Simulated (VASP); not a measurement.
# CdTeSe3 (P4mm) in VASP: notebook

Runs on CdTeSe3. Level: PBE. Tasks: single point.

All numbers are computed with VASP 6.6.1; they aren't measurements. Logs are shortened: lines on timing, memory, paths and dates and some standing lists are left out, and cuts for length are marked.

## Step 1: The cell of the first run

The structure is tetragonal, space group P4mm (No. 99). Conventional cell: a = 4.789 Å, b = 4.789 Å, c = 6.054 Å, α = 90.00°, β = 90.00°, γ = 90.00°. Cd (site symmetry 4mm) has 12 Se at 3.46 to 3.94 Å and 4 Te at 3.83 Å within 4.5 Å. Within 3.3 Å of Te (site symmetry 4mm) lie 5 Se at 2.50 to 2.65 Å. Within 3.5 Å of Se (site symmetry 2mm) lie 2 Te at 2.65 Å and 6 Se at 3.39 to 3.41 Å. Se (site symmetry 4mm) has 1 Te at 2.50 Å within 3.3 Å.

## Step 2: Single point, PBE

INCAR

```
PREC = Accurate
ENCUT = 520
EDIFF = 1E-6
ISMEAR = 0
SIGMA = 0.1
LREAL = False
LASPH = True
NELM = 100
ALGO = Normal
ISIF = 2
LWAVE = False
LCHARG = False
GGA = PE
NBANDS = 26
```

KPOINTS

```
regular mesh
0
Gamma
  4 4 4
```

POSCAR

```
CdTeSe3
1.0
    4.7891301200      0.0000000000      0.0000000000
    0.0000000000      4.7891301200      0.0000000000
    0.0000000000      0.0000000000      6.0541032500
Cd Te Se
1 1 3
Direct
    0.0000000000      0.0000000000      0.9838940500
    0.5000000000      0.5000000000      0.6872155100
    0.0000000000      0.5000000000      0.5006765100
    0.5000000000      0.5000000000      0.1001364400
    0.5000000000      0.0000000000      0.5006765100
```

Potentials or basis: VASP PAW PBE potentials, release 64 (Cd, Te, Se).

Run with:

```console
> cat potpaw_PBE.64/Cd/POTCAR potpaw_PBE.64/Te/POTCAR potpaw_PBE.64/Se/POTCAR > POTCAR
> mpirun -np 1 vasp_std > vasp.out
```

OUTCAR:

```text
PREC = Accurate
   ENCUT = 520
   EDIFF = 1E-6
   ISMEAR = 0
   LREAL = False
   LASPH = True
   NELM = 100
   ISIF = 2
   GGA = PE

 ion  position               nearest neighbor table
   1  0.000  0.000  0.984-
   2  0.500  0.500  0.687-   4 2.50   3 2.65   5 2.65   5 2.65   3 2.65
   3  0.000  0.500  0.501-   2 2.65   2 2.65
   4  0.500  0.500  0.100-   2 2.50
   5  0.500  0.000  0.501-   2 2.65   2 2.65

  LATTYP: Found a simple tetragonal cell.
 ALAT       =     4.7891301200
 C/A-ratio  =     1.2641342161

  Lattice vectors:

 A1 = (   4.7891301200,   0.0000000000,   0.0000000000)
 A2 = (   0.0000000000,   4.7891301200,   0.0000000000)
 A3 = (   0.0000000000,   0.0000000000,   6.0541032500)

Analysis of symmetry for initial positions (statically):
=====================================================================
 Subroutine PRICEL returns:
 Original cell was already a primitive cell.

 Routine SETGRP: Setting up the symmetry group for a
 simple tetragonal supercell.

 Subroutine GETGRP returns: Found  8 space group operations
 (whereof  8 operations were pure point group operations)
 out of a pool of 16 trial point group operations.

The static configuration has the point symmetry C_4v.

Analysis of symmetry for dynamics (positions and initial velocities):
=====================================================================
 Subroutine PRICEL returns:
 Original cell was already a primitive cell.

 Routine SETGRP: Setting up the symmetry group for a
 simple tetragonal supercell.

 Subroutine GETGRP returns: Found  8 space group operations
 (whereof  8 operations were pure point group operations)
 out of a pool of 16 trial point group operations.

The dynamic configuration has the point symmetry C_4v.

 Subroutine INISYM returns: Found  8 space group operations
 (whereof  8 operations are pure point group operations),
 and found     1 'primitive' translations

----------------------------------------------------------------------------------------

                                     Primitive cell

  volume of cell :     138.8555

  direct lattice vectors                    reciprocal lattice vectors
     4.789130120  0.000000000  0.000000000     0.208806187  0.000000000  0.000000000
     0.000000000  4.789130120  0.000000000     0.000000000  0.208806187  0.000000000
     0.000000000  0.000000000  6.054103250     0.000000000  0.000000000  0.165177229

  length of vectors
     4.789130120  4.789130120  6.054103250     0.208806187  0.208806187  0.165177229

  position of ions in fractional coordinates (direct lattice)
     0.000000000  0.000000000  0.983894050
     0.500000000  0.500000000  0.687215510
     0.000000000  0.500000000  0.500676510
     0.500000000  0.500000000  0.100136440
     0.500000000  0.000000000  0.500676510

  ion indices of the primitive-cell ions
   primitive index   ion index
                 1           1
                 2           2
                 3           3
                 4           4
                 5           5

----------------------------------------------------------------------------------------

 KPOINTS: regular mesh

Automatic generation of k-mesh.
 Grid dimensions read from file:
 generate k-points for:    4    4    4

 Generating k-lattice:

  Cartesian coordinates                     Fractional coordinates (reciprocal lattice)
     0.052201547  0.000000000  0.000000000     0.250000000  0.000000000  0.000000000
     0.000000000  0.052201547  0.000000000     0.000000000  0.250000000  0.000000000
     0.000000000  0.000000000  0.041294307     0.000000000  0.000000000  0.250000000

  Length of vectors
     0.052201547  0.052201547  0.041294307

  Shift w.r.t. Gamma in fractional coordinates (k-lattice)
     0.000000000  0.000000000  0.000000000

 Subroutine IBZKPT returns following result:
 ===========================================

 Found     18 irreducible k-points:

 Following reciprocal coordinates:
            Coordinates               Weight
  0.000000  0.000000  0.000000      1.000000
  0.250000  0.000000  0.000000      4.000000
  0.500000  0.000000  0.000000      2.000000
  0.250000  0.250000  0.000000      4.000000
  0.500000  0.250000  0.000000      4.000000
  0.500000  0.500000  0.000000      1.000000
[... 10 lines left out ...]
  0.500000  0.250000  0.500000      4.000000
  0.500000  0.500000  0.500000      1.000000
   k-points           NKPTS =     18   k-points in BZ     NKDIM =     18   number of bands    NBANDS=     26
   number of dos      NEDOS =    301   number of ions     NIONS =      5
   total plane-waves  NPLWV =  62208
   dimension x,y,z NGX =    36 NGY =   36 NGZ =   48
   dimension x,y,z NGXF=    72 NGYF=   72 NGZF=   96
   ions per type =               1   1   3
   NGX,Y,Z   is equivalent  to a cutoff of  12.50, 12.50, 13.18 a.u.
   NGXF,Y,Z  is equivalent  to a cutoff of  24.99, 24.99, 26.36 a.u.
 SYSTEM =  unknown system
   PREC   = accura    normal or accurate (medium, high low for compatibility)
   ISTART =      0    job   : 0-new  1-cont  2-samecut
   ICHARG =      2    charge: 1-file 2-atom 10-const
   ISPIN  =      1    spin polarized calculation?
   LNONCOLLINEAR =      F non collinear calculations
   LSORBIT =      F    spin-orbit coupling
   LASPH  =      T    aspherical Exc in radial PAW
   ENCUT  =  520.0 eV  38.22 Ry    6.18 a.u.   8.90  8.90 11.26*2*pi/ulx,y,z
   NELM   =    100;   NELMIN=  2; NELMDL= -5     # of ELM steps
   EDIFF  = 0.1E-05   stopping-criterion for ELM
   LREAL  =      F    real-space projection
   EDIFFG = 0.1E-04   stopping-criterion for IOM
   NSW    =      0    number of steps for IOM
   IBRION =     -1    ionic relax: 0-MD 1-quasi-New 2-CG
   NFREE  =      0    steps in history (QN), initial steepest desc. (CG)
   ISIF   =      2    stress and relaxation
   ISYM   =      2    0-nonsym 1-usesym 2-fastsym
   POTIM  = 0.5000    time-step for ionic-motion
   TEBEG  =    0.0;   TEEND  =   0.0 temperature during run
   PSTRESS=    0.0 pullay stress
   NELECT =      36.0000    total number of electrons
   NUPDOWN=      -1.0000    fix difference up-down
   EMIN   =  10.00;   EMAX   =-10.00  energy-range for DOS
   EFERMI =   0.00;   METHOD = LEGACY
   ISMEAR =     0;   SIGMA  =   0.10  broadening in eV -4-tet -1-fermi 0-gaus
   EFERMI_NEDOS =   21; number of points for ismear=-14 and -15
   IALGO  =     38    algorithm
   IMIX   =      4    mixing-type and parameters
     AMIX     =   0.40;   BMIX     =  1.00
     AMIX_MAG =   1.60;   BMIX_MAG =  1.00
  volume/ion in A,a.u.               =      27.77       187.41
  Fermi-wavevector in a.u.,A,eV,Ry     =   1.043890  1.972666 14.826348  1.089706
  Thomas-Fermi vector in A             =   2.178619
   LORBIT       =      0    0 simple, 1 ext, 2 COOP (PROOUT), +10 PAW based schemes
   GGA     = PE    functional components
   LHFCALC =     F    Hartree Fock is set to
   AEXX    =    0.0000 exact exchange contribution
   IVDW    =     0    specifies the selected vdW correction
   LEPSILON=     F    determine dielectric tensor
   LRPA    =     F    only Hartree local field effects (RPA)
 non-spin polarized calculation
 Gauss-broadening in eV      SIGMA  =   0.10
  energy-cutoff  :      520.00
  volume of cell :      138.86
 maximum number of plane-waves:      3792
 NGX is ok and might be reduce to    36
   NGX = 17   NGY = 17   NGZ = 23

 number of electron      35.9999997 magnetization

 Free energy of the ion-electron system (eV)
  ---------------------------------------------------
  ext. energy  EPLUGINS =         0.00000000
  ---------------------------------------------------
  free energy    TOTEN  =       -12.40932655 eV

  energy without entropy =      -12.36820436  energy(sigma->0) =      -12.38876545

 E-fermi :   3.4213     XC(G=0):  -9.2497

 val. band max:        3.4212799896   @ k =   0.2500   0.2500   0.5000
 cond. band min:       3.4336612042   @ k =   0.2500   0.2500   0.5000
 fundamental gap:      0.0123812146
 Fermi energy:         3.4213301353

 k-point     1 :       0.0000    0.0000    0.0000
  band No.  band energies     occupation
      1     -12.0181      2.00000
      2      -9.3805      2.00000
      3      -8.5320      2.00000
      4      -6.5285      2.00000
      5      -4.5415      2.00000
      6      -4.5308      2.00000
[... 18 lines left out ...]
     25       8.8573      0.00000
     26       9.4812      0.00000

 k-point     2 :       0.2500    0.0000    0.0000
  band No.  band energies     occupation
      1     -11.7771      2.00000
      2      -9.3900      2.00000
      3      -8.9191      2.00000
      4      -6.7576      2.00000
      5      -4.5598      2.00000
      6      -4.5384      2.00000
[... 18 lines left out ...]
     25       8.4515      0.00000
     26      10.0838      0.00000

 k-point     3 :       0.5000    0.0000    0.0000
  band No.  band energies     occupation
      1     -11.4345      2.00000
      2      -9.6380      2.00000
      3      -9.2028      2.00000
      4      -6.8719      2.00000
      5      -4.5866      2.00000
      6      -4.5509      2.00000
[... 18 lines left out ...]
     25       7.7693      0.00000
     26      10.7519      0.00000

 k-point     4 :       0.2500    0.2500    0.0000
  band No.  band energies     occupation
      1     -11.5269      2.00000
      2      -9.3876      2.00000
      3      -9.1199      2.00000
      4      -7.2295      2.00000
      5      -4.5550      2.00000
      6      -4.5399      2.00000
[... 18 lines left out ...]
     25       8.3480      0.00000
     26      10.0308      0.00000

 k-point     5 :       0.5000    0.2500    0.0000
  band No.  band energies     occupation
      1     -11.1621      2.00000
      2      -9.6035      2.00000
      3      -9.2962      2.00000
      4      -7.5365      2.00000
      5      -4.5578      2.00000
      6      -4.5376      2.00000
[... 18 lines left out ...]
     25       7.9210      0.00000
     26      10.8993      0.00000

 k-point     6 :       0.5000    0.5000    0.0000
  band No.  band energies     occupation
      1     -10.7388      2.00000
      2      -9.5681      2.00000
      3      -9.5681      2.00000
      4      -8.0871      2.00000
      5      -4.5533      2.00000
      6      -4.5533      2.00000
[... 253 lines left out ...]
 k-point    15 :       0.5000    0.0000    0.5000
  band No.  band energies     occupation
      1     -11.1639      2.00000
      2      -9.8309      2.00000
      3      -9.6220      2.00000
      4      -6.6600      2.00000
      5      -4.5796      2.00000
      6      -4.5499      2.00000
[... 18 lines left out ...]
     25       7.4850      0.00000
     26      10.9890      0.00000

 k-point    16 :       0.2500    0.2500    0.5000
  band No.  band energies     occupation
      1     -11.2771      2.00000
      2      -9.9205      2.00000
      3      -9.1127      2.00000
      4      -7.1851      2.00000
      5      -4.5537      2.00000
      6      -4.5256      2.00000
[... 18 lines left out ...]
     25       8.6190      0.00000
     26      10.4022      0.00000

 k-point    17 :       0.5000    0.2500    0.5000
  band No.  band energies     occupation
      1     -10.8778      2.00000
      2      -9.7717      2.00000
      3      -9.5912      2.00000
      4      -7.6927      2.00000
      5      -4.5391      2.00000
      6      -4.5247      2.00000
[... 18 lines left out ...]
     25       8.4565      0.00000
     26      10.9416      0.00000

 k-point    18 :       0.5000    0.5000    0.5000
  band No.  band energies     occupation
      1     -10.4712      2.00000
      2      -9.5598      2.00000
      3      -9.5598      2.00000
      4      -8.7989      2.00000
      5      -4.5217      2.00000
      6      -4.5217      2.00000
[... 18 lines left out ...]
     25       8.4967      0.00000
     26      10.6821      0.00000

------------------------ aborting loop because EDIFF is reached ----------------------------------------

  FORCE on cell =-STRESS in cart. coord.  units (eV):
  Direction    XX          YY          ZZ          XY          YZ          ZX
  --------------------------------------------------------------------------------------
  -------------------------------------------------------------------------------------
  Total        3.2188262      3.2188262      3.5964706      0.0000000      0.0000000      0.0000000
  in kB       37.1402661     37.1402661     41.4976972      0.0000000      0.0000000      0.0000000
  external PRESSURE =      38.5927431 kB  Pullay stress =       0.0000000 kB

 VOLUME and BASIS-vectors are now :
 -----------------------------------------------------------------------------
  energy-cutoff  :      520.00
  volume of cell :      138.86
      direct lattice vectors                 reciprocal lattice vectors
     4.789130120  0.000000000  0.000000000     0.208806187  0.000000000  0.000000000
     0.000000000  4.789130120  0.000000000     0.000000000  0.208806187  0.000000000
     0.000000000  0.000000000  6.054103250     0.000000000  0.000000000  0.165177229

 POSITION                                       TOTAL-FORCE (eV/Angst)
 -----------------------------------------------------------------------------------
      0.00000      0.00000      5.95660         0.000000      0.000000      0.091722
      2.39457      2.39457      4.16047        -0.000000      0.000000     -0.379740
      0.00000      2.39457      3.03115        -0.000000      0.000000     -0.089877
      2.39457      2.39457      0.60624        -0.000000     -0.000000      0.467773
      2.39457      0.00000      3.03115        -0.000000      0.000000     -0.089877
 -----------------------------------------------------------------------------------
    total drift:                                0.000000      0.000000     -0.000933

  FREE ENERGIE OF THE ION-ELECTRON SYSTEM (eV)
  ---------------------------------------------------
  free  energy   TOTEN  =       -12.4093265519 eV

  energy  without entropy=      -12.3682043557  energy(sigma->0) =      -12.38876545
```

Wall time 49 s (1 thread of Intel Xeon Platinum 8488C (Sapphire Rapids), shared host); peak memory 0.27 GiB.

What came out:

* Free energy: -12.4093 eV
* Pressure: 3.9 GPa
* Largest force: 0.468 eV/Å
* Band gap on the k mesh: zero (band 18 reaches 4.35 eV, above the bottom of band 19 at 2.70 eV)

Forces in eV/Å, atoms in the order of the input:
```
Cd   0.000  0.000  0.092
Te   0.000  0.000 -0.380
Se   0.000  0.000 -0.090
Se   0.000  0.000  0.468
Se   0.000  0.000 -0.090
```

Levels at points of the mesh, in eV from the Fermi level:
| k point | band 16 | band 17 | band 18 | band 19 | band 20 | band 21 |
| --- | --- | --- | --- | --- | --- | --- |
| (0.00, 0.00, 0.00) | -1.58 | -1.49 | -0.72 | -0.72 | 1.36 | 1.36 |
| (0.50, 0.00, 0.00) | -1.55 | -1.43 | 0.45 | 0.56 | 1.53 | 2.11 |
| (0.50, 0.50, 0.00) | -0.84 | -0.68 | 0.92 | 1.04 | 2.15 | 2.15 |
| (0.00, 0.00, 0.50) | -1.59 | -0.73 | -0.58 | -0.58 | 1.82 | 2.81 |
| (0.50, 0.00, 0.50) | -1.80 | -1.34 | -0.19 | 0.60 | 1.45 | 2.00 |
| (0.50, 0.50, 0.50) | -1.18 | -1.18 | -0.84 | 0.92 | 1.11 | 1.11 |

Caveat: spin-orbit coupling is left out, which moves the levels of the heavy elements.

(Continued in part 2 of 2.)
